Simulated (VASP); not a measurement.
Here is a VASP 6.6.1 calculation.

Contents of INCAR:

```
PREC = Accurate
ENCUT = 520
EDIFF = 1E-6
ISMEAR = -1
SIGMA = 0.05
LREAL = F
LASPH = T
NELM = 100
ALGO = Normal
ISIF = 2
LWAVE = F
LCHARG = F
NBANDS = 13
```

KPOINTS

```
regular mesh
0
Gamma
  9 9 9
```

Contents of POSCAR:

```
Pb
1.0
   -1.9796595667      1.9796595667      1.9796595667
    1.9796595667     -1.9796595667      1.9796595667
    1.9796595667      1.9796595667     -1.9796595667
Pb
1
Direct
    0.0000000000      0.0000000000      0.0000000000
```

Potentials or basis: VASP PAW LDA potentials, release 64 (Pb_d).

Run with:

```console
$ cat potpaw_LDA.64/Pb_d/POTCAR > POTCAR
$ mpirun -np 1 vasp_std > vasp.out
```

**Question.** What does it give for the band gap on the k mesh?

**Answer.** Zero (bands 7 and 8 overlap by 9.35 eV).

**Question.** Predict the pressure.

**Answer.** -3.3 GPa.

Caveat: the cell stands under tension; spin-orbit coupling is left out, which moves the levels of the heavy elements.
